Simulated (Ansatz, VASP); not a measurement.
**SnO2: VASP beside Ansatz**

```
Sn O
1.0
     3.20536    1.85061    4.08687
    -3.20536    1.85061    4.08687
     0.00000   -3.70123    4.08687
Sn O
4 8
Direct
  0.86454 0.86454 0.86454
  0.36487 0.36487 0.86488
  0.36487 0.86488 0.36487
  0.86488 0.36487 0.36487
  0.11991 0.61961 0.61961
  0.61961 0.11991 0.61961
  0.61961 0.61961 0.11991
  0.60994 0.60994 0.60994
  0.11985 0.11985 0.11985
  0.10969 0.10969 0.61000
  0.10969 0.61000 0.10969
  0.61000 0.10969 0.10969
```

Alike in both runs: task single point; functional LDA; k mesh 6 × 6 × 6; occupations gaussian, width 0.05 eV; no spin polarisation.

|  | VASP | Ansatz |
| --- | --- | --- |
| version | VASP 6.6.1 | Ansatz 0.2.0 |
| potentials or method | VASP PAW LDA potentials, release 64 (Sn_d, O), cutoff 520 eV | scalar-relativistic, plane waves, PAW |
| valence electrons in the cell | 104 | 104 |

|  | VASP | Ansatz | Ansatz less VASP |
| --- | --- | --- | --- |
| gap on the k mesh at the Fermi level (eV) | 1.59 | 1.59 | -0.005 |
| least direct gap on the mesh (eV) | 1.59 | 1.59 | -0.005 |
| pressure (GPa) | 1.4 | 0.0 | -1.32 |
| traceless stress, the component that is largest in VASP (GPa) | -0.84 | -0.03 | +0.809 |
| rms of the force components (eV/Å) | 0.043 | 0.002 | -0.0413 |

Ansatz warns that its potentials were made for another functional, while VASP's fit it. LDA's correlation is that of Perdew and Zunger in VASP and of Perdew and Wang (1992) in Ansatz. Atom by atom the forces differ by 0.042 eV/Å (rms over components).
